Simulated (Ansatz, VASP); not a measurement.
# Cs3Re in VASP and in Ansatz

The input INCAR:

```
SYSTEM = Cs3Re
PREC = Accurate
ENCUT = 520
EDIFF = 1E-7
ISMEAR = 0
SIGMA = 0.1
LREAL = .False.
LASPH = .True.
NELM = 80
ALGO = Normal
ISIF = 2
LWAVE = .False.
LCHARG = .False.
GGA = PS
NBANDS = 25
```

Contents of KPOINTS:

```
Automatic mesh
0
Gamma
  4 4 4
  0 0 0
```

The input POSCAR:

```
Cs3Re
1.0
    5.8797067202      0.0000000000      0.0000000000
    0.0000000000      5.8797067202      0.0000000000
    0.0000000000      0.0000000000      5.8797067202
Cs Re
3 1
Direct
    0.0000000000      0.0000000000      0.5000000000
    0.0000000000      0.5000000000      0.0000000000
    0.5000000000      0.0000000000      0.0000000000
    0.5000000000      0.5000000000      0.5000000000
```

Input for Ansatz:

```yaml
crystal:
  lattice:
    - [5.8797067202, 0.0, 0.0]
    - [0.0, 5.8797067202, 0.0]
    - [0.0, 0.0, 5.8797067202]
  atoms:
    - { symbol: Cs, position: [0.0, 0.0, 0.5] }
    - { symbol: Cs, position: [0.0, 0.5, 0.0] }
    - { symbol: Cs, position: [0.5, 0.0, 0.0] }
    - { symbol: Re, position: [0.5, 0.5, 0.5] }
basis:
  ecutwfc: 420
kpoints:
  mp_grid: { grid: [4, 4, 4] }
hamiltonian:
  xc: pbesol
scf:
  occupations: { method: gaussian, width: 0.1 }
output:
  forces: true
  stress: true
  eigenvalues: true
```

Alike in both runs: task single point; functional PBEsol; k mesh 4 × 4 × 4; occupations gaussian, width 0.1 eV; no spin polarisation.

|  | VASP | Ansatz |
| --- | --- | --- |
| version | VASP 6.6.1 | Ansatz 0.2.0 |
| potentials or method | VASP PAW PBE potentials, release 64 (Cs_sv, Re), cutoff 520 eV | scalar-relativistic, plane waves, PAW |
| valence electrons in the cell | 34 | 42 |

VASP gave:

| Property | Result |
| --- | --- |
| gap on the k mesh at the Fermi level (eV) | none |
| pressure (GPa) | -1.7 |

Task: Which values does Ansatz return?

Result: gap on the k mesh at the Fermi level (eV): none; pressure (GPa): -1.8.

VASP's potentials were made for PBE, not for PBEsol. A gap of «none» marks a metal or a gap that the smearing closes. With one functional, cell and mesh, what is left measures potentials, basis and numerics. VASP's potentials hold 34 valence electrons a cell and Ansatz's 42, so a difference there can come from the potentials and not from the codes.

Spin-orbit coupling is off throughout.
